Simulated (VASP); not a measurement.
A run of VASP 6.6.1:

The input POSCAR:

```
TaN
1.0
    0.0000000000      2.1784213818      2.1784213818
    2.1784213818      0.0000000000      2.1784213818
    2.1784213818      2.1784213818      0.0000000000
Ta N
1 1
Direct
    0.5000000000      0.5000000000      0.5000000000
    0.0000000000      0.0000000000      0.0000000000
```

Contents of INCAR.step1:

```
  PREC = Accurate
  ENCUT = 520
  ISMEAR = -1
  SIGMA = 0.05
  LREAL = False
  LASPH = True
  NELM = 80
  NBANDS = 15
  GGA = PE
  ALGO = Normal
  EDIFF = 1E-4
  LWAVE = True
  LCHARG = False
```

INCAR.step2

```
  PREC = Accurate
  ENCUT = 520
  EDIFF = 1E-6
  ISMEAR = -1
  SIGMA = 0.05
  LREAL = False
  LASPH = True
  NELM = 80
  ALGO = Normal
  ISIF = 2
  LWAVE = False
  LCHARG = False
  METAGGA = R2SCAN
  LMIXTAU = True
  NBANDS = 15
  ISTART = 1
```

The input KPOINTS:

```
regular mesh
0
Gamma
  10 10 10
```

Potentials or basis: VASP PAW PBE potentials, release 64 (Ta_pv, N).

The run is started by

```console
$ cat potpaw_PBE.64/Ta_pv/POTCAR potpaw_PBE.64/N/POTCAR > POTCAR
$ cp INCAR.step1 INCAR
$ mpirun -np 1 vasp_std > vasp.out
$ cp INCAR.step2 INCAR
$ mpirun -np 1 vasp_std > vasp.out
```

Hardware: 1 thread of Intel(R) Xeon(R) Platinum 8488C (Sapphire Rapids), on a shared host.

Problem. How long does it take, and how much memory?

Solution. Wall time 32 s on 1 thread of Intel(R) Xeon(R) Platinum 8488C (Sapphire Rapids) (shared host), peak memory 0.15 GiB. Counts: k points 47.
